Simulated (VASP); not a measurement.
Ti2Co, 6 atoms in the cell. The structure is cubic, space group Fd-3m (No. 227). The conventional cell has a = 7.129 Å, b = 7.129 Å, c = 7.129 Å, α = 90.00°, β = 90.00°, γ = 90.00°. Ti (site symmetry -3m) has 6 Ti at 2.52 Å and 6 Co at 2.96 Å within 3.3 Å. Co (site symmetry -43m) has 12 Ti at 2.96 Å and 4 Co at 3.09 Å within 3.9 Å. 

```yaml
Program: VASP 6.6.1
Task: single point
Functional: r2SCAN
Potentials_or_basis: VASP PAW PBE potentials, release 64 (Ti_sv, Co)
Cutoff: 520 eV
k_mesh: 10 × 10 × 10
Occupations: gaussian, width 0.1 eV
Spin: collinear spin, ferromagnetic start
Starting_moments: "[0.41, 0.41, 0.41, 0.41, 1.94, 1.94] μB"
Dipole_correction: no
Further_INCAR_settings: ALGO = Normal; EDIFF = 1e-07; NBANDS = 46
```

Potentials or basis: VASP PAW PBE potentials, release 64 (Ti_sv, Co).

Run with:

```sh
$ cat potpaw_PBE.64/Ti_sv/POTCAR potpaw_PBE.64/Co/POTCAR > POTCAR
$ cp INCAR.step1 INCAR
$ mpirun -np 1 vasp_std > vasp.out
$ cp INCAR.step2 INCAR
$ mpirun -np 1 vasp_std > vasp.out
```

Hardware: 1 thread of AMD EPYC 9755 128-Core Processor, with other jobs on the host.

Question: How long does it take, and how much memory?

Answer: Wall time 90 min on 1 thread of AMD EPYC 9755 128-Core Processor (shared host), peak memory 0.47 GiB. Counts: k points 47.
